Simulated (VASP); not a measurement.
La8CdGa7HO24 (a cell with a defect):

```
La Cd Ga O H
1.0
     7.72931    0.00000    0.00000
     0.00000    7.72931    0.00000
     0.00000    0.00000    7.72931
La Cd Ga O H
8 1 7 24 1
Direct
  0.00256 0.99865 0.99921
  0.00334 0.99928 0.50010
  0.99869 0.50195 0.00081
  0.00089 0.50075 0.49913
  0.50077 0.00242 0.00282
  0.50092 0.00085 0.49790
  0.50061 0.49861 0.00113
  0.50178 0.49762 0.49523
  0.25215 0.24908 0.29269
  0.25148 0.25070 0.74796
  0.25449 0.75155 0.24796
  0.24705 0.74883 0.74984
  0.75114 0.24773 0.24902
  0.75088 0.24871 0.74894
  0.75016 0.74968 0.24701
  0.74801 0.74971 0.75050
  0.24926 0.24963 0.95444
  0.25399 0.24555 0.50356
  0.24860 0.75525 0.00259
  0.24777 0.75246 0.50399
  0.75186 0.24833 0.00125
  0.74858 0.24698 0.49959
  0.74379 0.75011 0.99855
  0.75442 0.75379 0.50369
  0.00161 0.25022 0.25374
  0.00456 0.25272 0.74947
  0.00371 0.75052 0.25024
  0.99823 0.75026 0.74941
  0.50342 0.24861 0.24697
  0.50297 0.25117 0.74802
  0.49703 0.74618 0.24953
  0.50215 0.74964 0.74901
  0.24994 0.99910 0.24579
  0.24808 0.00380 0.75181
  0.25091 0.49651 0.25116
  0.24535 0.49751 0.74882
  0.75036 0.99635 0.24961
  0.74998 0.99962 0.74857
  0.74687 0.49837 0.25051
  0.74869 0.49989 0.74991
  0.24977 0.24840 0.12555
```

Base run:

| Quantity | Value |
| --- | --- |
| Program | VASP 6.6.1 |
| Functional | PBEsol |
| Potentials or basis | VASP PAW PBE potentials, release 64 (La, Cd, Ga_d, O, H) |
| Cutoff | 520 eV |
| k mesh | 1 × 1 × 1, shifted |
| Occupations | fermi-dirac, width 0.05 eV |
| Spin | no spin polarisation |

Its results: band gap on the k mesh 2.99 eV; pressure 12.8 GPa; largest force 19.994 eV/Å.

Problem. The run is repeated on the same cell with these changes: functional from PBEsol to HF; further incar settings from LREAL = Auto; ALGO = Normal; EDIFF = 1e-06; NBANDS = 194; ISYM = 0 to LREAL = Auto; ALGO = Normal; EDIFF = 1e-06; NBANDS = 194; ISYM = -1. What comes out?

Solution. Band gap on the k mesh 13.05 eV; pressure 17.3 GPa; largest force 22.685 eV/Å.

Caveats: the PAW data sets were made with another functional, which shifts forces and pressure a little; spin-orbit coupling is left out, which moves the levels of the heavy elements.

A k mesh can miss the band edges.
